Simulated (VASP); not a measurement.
CoO: single point with PBEsol+U

Crystal: CoO.

```
Co O
1.0
    -1.50800    1.50800    2.10725
     1.50800   -1.50800    2.10725
     1.50800    1.50800   -2.10725
Co O
1 1
Direct
  0.00000 0.00000 0.00000
  0.50000 0.50000 0.00000
```

```
Program             : VASP 6.6.1
Task                : single point
Functional          : PBEsol
Potentials or basis : VASP PAW PBE potentials, release 64 (Co, O)
Cutoff              : 520 eV
k mesh              : 9 × 9 × 9
Occupations         : gaussian, width 0.05 eV
Spin                : collinear spin, ferromagnetic start
Starting moments    : [2.85, 0.25] μB
Hubbard terms       : Co d U = 4.0 eV, J = 0.5 eV
```

- Pressure: -8.8 GPa
- Band gap on the k mesh: zero (filled and empty bands overlap)
- Net moment: 3.00 μB per cell
- Site moments: Co +2.75; O +0.24 μB
- Valence electrons inside the program's atomic spheres: Co 7.82; O 4.98

Stress tensor (GPa, compression positive):
```
 -5.67   0.00   0.00
  0.00  -5.67   0.00
  0.00   0.00 -15.07
```

Levels at points of the mesh, in eV from the Fermi level:
Spin up:
| k point | band 7 | band 8 | band 9 | band 10 | band 11 | band 12 |
| --- | --- | --- | --- | --- | --- | --- |
| (0.00, 0.00, 0.00) | -2.80 | -2.65 | -2.65 | 1.25 | 16.92 | 17.11 |
Spin down:
```csv
k point,band 3,band 4,band 5,band 6,band 7,band 8,band 9,band 10
"(0.00, 0.00, 0.00)",-2.29,-2.18,-2.18,-1.06,-1.06,0.97,1.79,1.91
```

Eigenvalues of the final occupation matrices:
| site | spin | trace | eigenvalues |
| --- | --- | --- | --- |
| site 1 d | 1 | 4.93 | 0.96 0.97 0.97 1.01 1.02 |
| site 1 d | 2 | 2.22 | 0.12 0.16 0.49 0.49 0.96 |

Run time: 87 s on 1 thread of Intel Xeon 8259CL, with other jobs on the host, peak memory 0.17 GiB.

Caveat: the PAW data sets were made with another functional, which shifts forces and pressure a little; a cell with one magnetic atom can't hold antiferromagnetic order, which such compounds often take. The state reached can hang on the start; a lower one may exist.
